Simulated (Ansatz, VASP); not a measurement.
# Re in VASP and in Ansatz

```
Re
1.0
     2.70372    0.00000    0.00000
    -1.35186    2.34149    0.00000
     0.00000    0.00000    4.38003
Re
2
Direct
  0.33333 0.66667 0.25000
  0.66667 0.33333 0.75000
```

Alike in both runs: task relaxation of cell and atoms; functional PBE; k mesh 14 × 14 × 8; occupations fermi-dirac, width 0.08 eV; no spin polarisation.

|  | VASP | Ansatz |
| --- | --- | --- |
| version | VASP 6.6.1 | Ansatz 0.2.0 |
| potentials or method | VASP PAW PBE potentials, release 64 (Re) | PAW with Ansatz's default frozen-core files, scalar-relativistic |
| plane-wave cutoff (eV) | 600 | 420 |
| valence electrons in the cell | 14 | 30 |

VASP gave:

```
relaxed volume (Å³/atom)                                     : 14.94
relaxed cell length with the largest relative difference (Å) : 4.483
```

Problem. Estimate Ansatz's values.

Solution. Relaxed volume (Å³/atom): 14.96; relaxed cell length with the largest relative difference (Å): 4.486.

VASP's potentials hold 14 valence electrons a cell and Ansatz's 30, so a difference there can come from the potentials and not from the codes.

Neither program's run includes spin-orbit coupling.
